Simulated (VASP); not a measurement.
Set up this calculation in VASP 6.6.1, as the native input.

- Task: single point
- Functional: PBE
- Potentials or basis: VASP PAW PBE potentials, release 64 (Cu)
- Cutoff: 520 eV
- k mesh: 10 × 10 × 10
- Occupations: gaussian, width 0.1 eV
- Spin: no spin polarisation
- Dipole correction: no
- Further INCAR settings: ALGO = Normal; EDIFF = 1e-06; NBANDS = 12

The structure of Cu lies in POSCAR:

```
Cu
1.0
    0.0000000000      1.7477826187      1.7477826187
    1.7477826187      0.0000000000      1.7477826187
    1.7477826187      1.7477826187      0.0000000000
Cu
1
Direct
    0.0000000000      0.0000000000      0.0000000000
```

One way to write it, as run:

INCAR

```
SYSTEM = Cu
PREC = Accurate
ENCUT = 520
EDIFF = 1E-6
ISMEAR = 0
SIGMA = 0.1
LREAL = .FALSE.
LASPH = .TRUE.
NELM = 100
ALGO = Normal
ISIF = 2
LWAVE = .FALSE.
LCHARG = .TRUE.
GGA = PE
LELF = .TRUE.
LVHAR = .TRUE.
NBANDS = 12
```

KPOINTS

```
Automatic mesh
0
G
  10 10 10
  0 0 0
```

Potentials or basis: VASP PAW PBE potentials, release 64 (Cu).

Launch:

```console
$ cat potpaw_PBE.64/Cu/POTCAR > POTCAR
$ mpirun -np 1 vasp_std > vasp.out
```

Results of the run:

```yaml
Pressure: 21.6 GPa
```

Run time: 11 s on 1 thread of Intel Xeon 8259CL, on a shared host, peak memory 0.12 GiB.
